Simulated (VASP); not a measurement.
A run of VASP 6.6.1 is set up as follows.

File INCAR:

```
PREC = Accurate
ENCUT = 520
EDIFF = 1E-7
ISMEAR = 0
SIGMA = 0.15
LREAL = False
LASPH = True
NELM = 80
ALGO = Normal
ISIF = 2
LWAVE = False
LCHARG = False
GGA = PS
NBANDS = 16
```

The input KPOINTS:

```
Automatic mesh
0
Gamma
  18 18 12
```

The input POSCAR:

```
ZrB2
1.0
    3.2368622883      0.0000000000      0.0000000000
   -1.6184311442      2.8032049702      0.0000000000
    0.0000000000      0.0000000000      3.5979149995
Zr B
1 2
Direct
    0.0000000000      0.0000000000      0.0000000000
    0.3333333333      0.6666666667      0.5000000000
    0.6666666667      0.3333333333      0.5000000000
```

Potentials or basis: VASP PAW PBE potentials, release 64 (Zr_sv, B).

Run with:

```bash
$ cat potpaw_PBE.64/Zr_sv/POTCAR potpaw_PBE.64/B/POTCAR > POTCAR
$ mpirun -np 1 vasp_std > vasp.out
```

(1) Predict the band gap on the k mesh.

(2) Predict the pressure.

Answers

(1) zero (bands 9 and 10 overlap by 1.15 eV).

(2) -16.4 GPa.

Caveat: the cell stands under tension; the PAW data sets were made with another functional, which shifts forces and pressure a little.
